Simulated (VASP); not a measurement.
# Al12O in VASP: notebook

Runs on Al12O. Level: PBE. Tasks: single point.

All numbers are computed with VASP 6.6.1; they aren't measurements. Logs are shortened: lines on timing, memory, paths and dates and some standing lists are left out, and cuts for length are marked.

## (1) The cell of the first run

The cell holds a slab with vacuum, 13 atoms: a = 5.714 Å, b = 5.714 Å, c = 19.675 Å, α = 90.00°, β = 90.00°, γ = 90.00°.

## (2) Single point, PBE

INCAR reads:

```
PREC = Accurate
ENCUT = 520
EDIFF = 1E-6
ISMEAR = 0
SIGMA = 0.1
LREAL = F
LASPH = T
NELM = 100
ALGO = Normal
ISIF = 2
LWAVE = F
LCHARG = F
LDIPOL = T
IDIPOL = 3
DIPOL = 0.5 0.5 0.322
GGA = PE
NBANDS = 33
```

KPOINTS reads:

```
regular mesh
0
Gamma
  5 5 1
```

POSCAR reads:

```
Al12O
1.0
    5.7135165838      0.0000000000      0.0000000000
    0.0000000000      5.7135165838      0.0000000000
    0.0000000000      0.0000000000     19.6746954361
Al O
12 1
Direct
    0.2500000000      0.2500000000      0.2033068320
    0.2500000000      0.7500000000      0.2033068320
    0.7500000000      0.2500000000      0.2033068320
    0.7500000000      0.7500000000      0.2033068320
    0.0000000000      0.0000000000      0.3092728611
    0.0000000000      0.5000000000      0.3092728611
    0.5000000000      0.0000000000      0.3092728611
    0.5000000000      0.5000000000      0.3092728611
    0.2500000000      0.2500000000      0.4154928580
    0.2500000000      0.7500000000      0.4154928580
    0.7500000000      0.2500000000      0.4154928580
    0.7500000000      0.7500000000      0.4154928580
    0.4166666667      0.4166666667      0.4680447621
```

Potentials or basis: VASP PAW PBE potentials, release 64 (Al, O).

Run with:

```
> cat potpaw_PBE.64/Al/POTCAR potpaw_PBE.64/O/POTCAR > POTCAR
> mpirun -np 1 vasp_std > vasp.out
```

OUTCAR:

```text
PREC = Accurate
   ENCUT = 520
   EDIFF = 1E-6
   ISMEAR = 0
   LREAL = F
   LASPH = T
   NELM = 100
   ISIF = 2
   GGA = PE

 ion  position               nearest neighbor table
   1  0.250  0.250  0.203-   2 2.86   3 2.86   2 2.86   3 2.86   7 2.90   8 2.90   5 2.90   6 2.90

   2  0.250  0.750  0.203-   1 2.86   4 2.86   1 2.86   4 2.86   7 2.90   8 2.90   5 2.90   6 2.90

   3  0.750  0.250  0.203-   1 2.86   4 2.86   4 2.86   1 2.86   7 2.90   8 2.90   5 2.90   6 2.90
[... 4 lines left out ...]
                            11 2.91  12 2.91   9 2.91  10 2.91
   6  0.000  0.500  0.309-   5 2.86   8 2.86   5 2.86   8 2.86   1 2.90   2 2.90   3 2.90   4 2.90
                            11 2.91  12 2.91   9 2.91  10 2.91
   7  0.500  0.000  0.309-   5 2.86   8 2.86   8 2.86   5 2.86   1 2.90   2 2.90   3 2.90   4 2.90
                            11 2.91  12 2.91   9 2.91  10 2.91
   8  0.500  0.500  0.309-   6 2.86   7 2.86   7 2.86   6 2.86   1 2.90   2 2.90   3 2.90   4 2.90
                            11 2.91  12 2.91   9 2.91  10 2.91
   9  0.250  0.250  0.415-  13 1.70  11 2.86  10 2.86  10 2.86  11 2.86   6 2.91   7 2.91   8 2.91
                             5 2.91
  10  0.250  0.750  0.415-  13 2.37  12 2.86   9 2.86   9 2.86  12 2.86   6 2.91   7 2.91   8 2.91
                             5 2.91
  11  0.750  0.250  0.415-  13 2.37  12 2.86   9 2.86  12 2.86   9 2.86   6 2.91   7 2.91   8 2.91
                             5 2.91
  12  0.750  0.750  0.415-  10 2.86  11 2.86  11 2.86  10 2.86   5 2.91   6 2.91   7 2.91   8 2.91

  13  0.417  0.417  0.468-   9 1.70  10 2.37  11 2.37

  LATTYP: Found a simple tetragonal cell.
 ALAT       =     5.7135165838
 C/A-ratio  =     3.4435351937

  Lattice vectors:

 A1 = (   5.7135165838,   0.0000000000,   0.0000000000)
 A2 = (   0.0000000000,   5.7135165838,   0.0000000000)
 A3 = (   0.0000000000,   0.0000000000,  19.6746954361)

Analysis of symmetry for initial positions (statically):
=====================================================================
 Subroutine PRICEL returns:
 Original cell was already a primitive cell.

 Routine SETGRP: Setting up the symmetry group for a
 simple tetragonal supercell.

 Subroutine GETGRP returns: Found  2 space group operations
 (whereof  2 operations were pure point group operations)
 out of a pool of 16 trial point group operations.

The static configuration has the point symmetry C_1h.

Analysis of symmetry for dynamics (positions and initial velocities):
[... 134 lines left out ...]
   IALGO  =     38    algorithm
   IMIX   =      4    mixing-type and parameters
     AMIX     =   0.40;   BMIX     =  1.00
     AMIX_MAG =   1.60;   BMIX_MAG =  1.00
  volume/ion in A,a.u.               =      49.41       333.40
  Fermi-wavevector in a.u.,A,eV,Ry     =   0.659558  1.246384  5.918760  0.435017
  Thomas-Fermi vector in A             =   1.731731
   LORBIT       =      0    0 simple, 1 ext, 2 COOP (PROOUT), +10 PAW based schemes
   GGA     = PE    functional components
   LHFCALC =     F    Hartree Fock is set to
   AEXX    =    0.0000 exact exchange contribution
   IVDW    =     0    specifies the selected vdW correction
   LEPSILON=     F    determine dielectric tensor
   LRPA    =     F    only Hartree local field effects (RPA)
 non-spin polarized calculation
 Gauss-broadening in eV      SIGMA  =   0.10
  energy-cutoff  :      520.00
  volume of cell :      642.27
 maximum number of plane-waves:     17320
   NGX = 21   NGY = 21   NGZ = 73

 dipolmoment           0.000000      0.000000     -0.108576 electrons x Angstroem

 number of electron      41.9999993 magnetization

 dipolmoment           0.000000      0.000000      0.101411 electrons x Angstroem

 Free energy of the ion-electron system (eV)
  ---------------------------------------------------
  ext. energy  EPLUGINS =         0.00000000
  ---------------------------------------------------
  free energy    TOTEN  =       -48.80570154 eV

  energy without entropy =      -48.77824710  energy(sigma->0) =      -48.79197432

 E-fermi :  -0.6125     XC(G=0):  -4.2608

 val. band max:       -0.6198812503   @ k =   0.4000   0.0000   0.0000
 cond. band min:      -0.5402774529   @ k =   0.2000   0.0000   0.0000
 fundamental gap:      0.0796037974
 Fermi energy:        -0.6124707086

 k-point     1 :       0.0000    0.0000    0.0000
  band No.  band energies     occupation
      1     -18.8762      2.00000
      2     -10.6841      2.00000
      3      -8.4952      2.00000
      4      -6.5570      2.00000
      5      -6.5072      2.00000
      6      -6.2712      2.00000
[... 313 lines left out ...]
     32       2.5529      0.00000
     33       2.7790      0.00000

------------------------ aborting loop because EDIFF is reached ----------------------------------------

 vacuum level on the upper side and lower side of the slab       (xc-potential included)         0.211        -0.295

  FORCE on cell =-STRESS in cart. coord.  units (eV):
  Direction    XX          YY          ZZ          XY          YZ          ZX
  --------------------------------------------------------------------------------------
  -------------------------------------------------------------------------------------
  Total       -8.5079843     -8.5079843     -0.3003798      2.8291977      0.4447397      0.4447396
  in kB      -21.2237568    -21.2237568     -0.7493183      7.0576297      1.1094340      1.1094337
  external PRESSURE =     -14.3989440 kB  Pullay stress =       0.0000000 kB

 VOLUME and BASIS-vectors are now :
 -----------------------------------------------------------------------------
  energy-cutoff  :      520.00
  volume of cell :      642.27
      direct lattice vectors                 reciprocal lattice vectors
     5.713516584  0.000000000  0.000000000     0.175023558  0.000000000  0.000000000
     0.000000000  5.713516584  0.000000000     0.000000000  0.175023558  0.000000000
     0.000000000  0.000000000 19.674695436     0.000000000  0.000000000  0.050826708

 POSITION                                       TOTAL-FORCE (eV/Angst)
 -----------------------------------------------------------------------------------
      1.42838      1.42838      4.00000         0.012268      0.012268      0.055591
      1.42838      4.28514      4.00000         0.005376      0.013998      0.063042
      4.28514      1.42838      4.00000         0.013998      0.005376      0.063042
      4.28514      4.28514      4.00000        -0.019815     -0.019815      0.030858
      0.00000      0.00000      6.08485        -0.048282     -0.048282     -0.198627
      0.00000      2.85676      6.08485         0.074478      0.084046      0.049972
      2.85676      0.00000      6.08485         0.084046      0.074478      0.049972
      2.85676      2.85676      6.08485         0.078570      0.078570     -0.190025
      1.42838      1.42838      8.17470        -1.065984     -1.065984     -0.611205
      1.42838      4.28514      8.17470         0.247144     -0.505957      0.370815
      4.28514      1.42838      8.17470        -0.505957      0.247144      0.370815
      4.28514      4.28514      8.17470         0.264779      0.264779     -0.070749
      2.38063      2.38063      9.20864         0.859379      0.859379      0.016498
 -----------------------------------------------------------------------------------
    total drift:                               -0.000255     -0.000255     -0.000092

  FREE ENERGIE OF THE ION-ELECTRON SYSTEM (eV)
  ---------------------------------------------------
  free  energy   TOTEN  =       -48.8057015402 eV

  energy  without entropy=      -48.7782471026  energy(sigma->0) =      -48.79197432

 vacuum level on the upper side and lower side of the slab         4.343         3.782
```

OSZICAR:

```text
N       E                     dE             d eps       ncg     rms          rms(c)
DAV:   1     0.180197722185E+03    0.18020E+03   -0.12744E+04   594   0.898E+02
DAV:   2    -0.225878210270E+02   -0.20279E+03   -0.19512E+03   833   0.163E+02
DAV:   3    -0.514324625907E+02   -0.28845E+02   -0.28037E+02   852   0.562E+01
[... 17 lines left out ...]
DAV:  21    -0.488056726169E+02   -0.83409E-04   -0.91822E-06   552   0.678E-03    0.346E-03
DAV:  22    -0.488056886029E+02   -0.15986E-04   -0.13994E-06   572   0.574E-03    0.597E-04
DAV:  23    -0.488056995516E+02   -0.10949E-04   -0.16508E-06   460   0.460E-03    0.201E-03
DAV:  24    -0.488057007069E+02   -0.11553E-05   -0.15238E-07   449   0.203E-03    0.948E-04
DAV:  25    -0.488057015402E+02   -0.83330E-06   -0.32784E-07   381   0.282E-03
   1 F= -.48805702E+02 E0= -.48791974E+02  d E =-.274544E-01
```

Run time: 3.5 min. Hardware: 1 thread of Intel Xeon 6975P-C (Granite Rapids), shared host; peak memory 0.61 GiB.

What came out:

```yaml
Free_energy: -48.8057 eV
Largest_force: 1.627 eV/Å
Band_gap_on_the_k_mesh: zero (band 21 reaches -0.05 eV, above the bottom of band 22 at -0.90 eV)
```

Forces in eV/Å, atoms in the order of the input:
```
Al   0.012  0.012  0.056
Al   0.005  0.014  0.063
Al   0.014  0.005  0.063
Al  -0.020 -0.020  0.031
Al  -0.048 -0.048 -0.199
Al   0.074  0.084  0.050
Al   0.084  0.074  0.050
Al   0.079  0.079 -0.190
Al  -1.066 -1.066 -0.611
Al   0.247 -0.506  0.371
Al  -0.506  0.247  0.371
Al   0.265  0.265 -0.071
O    0.859  0.859  0.016
```

## (3) Single point, PBE

INCAR reads:

```
SYSTEM = Al12O
ALGO     = Normal         ! electronic algorithm
DIPOL    = 0.5 0.5 0.323
EDIFF    = 1E-7           ! SCF threshold, eV
ENCUT    = 520            ! plane-wave cutoff, eV
GGA      = PE             ! functional
IDIPOL   = 3            
ISIF     = 2              ! what is computed and relaxed
ISMEAR   = 0              ! smearing method
LASPH    = .TRUE.         ! aspherical terms in the spheres
LCHARG   = .FALSE.        ! write CHGCAR
LDIPOL   = .TRUE.       
LREAL    = .FALSE.        ! projectors in reciprocal space
LWAVE    = .FALSE.        ! write WAVECAR
NBANDS   = 33             ! bands
NELM     = 60             ! most SCF steps
PREC     = Accurate       ! precision mode
SIGMA    = 0.1            ! smearing width, eV
```

KPOINTS reads:

```
k-points
0
G
  5 5 1
  0 0 0
```

Changes to POSCAR since step 2:

```diff
@@ -20,2 +20,2 @@
     0.7500000000      0.7500000000      0.4154928580
-    0.4166666667      0.4166666667      0.4680447621
+    0.3333333333      0.3333333333      0.4926439047
```

Potentials or basis: VASP PAW PBE potentials, release 64 (Al, O).

Run with:

```
> cat potpaw_PBE.64/Al/POTCAR potpaw_PBE.64/O/POTCAR > POTCAR
> mpirun -np 1 vasp_std > vasp.out
```

Wall time 3.3 min (1 thread of Intel Xeon 6975P-C (Granite Rapids), shared host); peak memory 0.61 GiB.

The run converged. Its results:

- Free energy: -47.9345 eV
- Largest force: 1.264 eV/Å
- Band gap on the k mesh: zero (band 21 reaches -0.30 eV, above the bottom of band 22 at -1.10 eV)

Forces in eV/Å, atoms in the order of the input:
```
Al   0.032  0.032  0.114
Al   0.013 -0.009  0.098
Al  -0.009  0.013  0.098
Al  -0.023 -0.023  0.009
Al  -0.009 -0.009 -0.049
Al   0.102  0.043  0.026
Al   0.043  0.102  0.026
Al  -0.029 -0.029  0.008
Al  -0.568 -0.568 -0.975
Al   0.060 -0.433  0.280
Al  -0.433  0.060  0.280
Al   0.094  0.094  0.001
O    0.726  0.726  0.085
```

Levels at points of the mesh, in eV from the Fermi level:
| k point | band 17 | band 18 | band 19 | band 20 | band 21 | band 22 | band 23 | band 24 | band 25 | band 26 |
| --- | --- | --- | --- | --- | --- | --- | --- | --- | --- | --- |
| (0.00, 0.00, 0.00) | -1.69 | -1.44 | -0.70 | -0.65 | -0.35 | -0.03 | 0.02 | 0.07 | 0.64 | 0.80 |
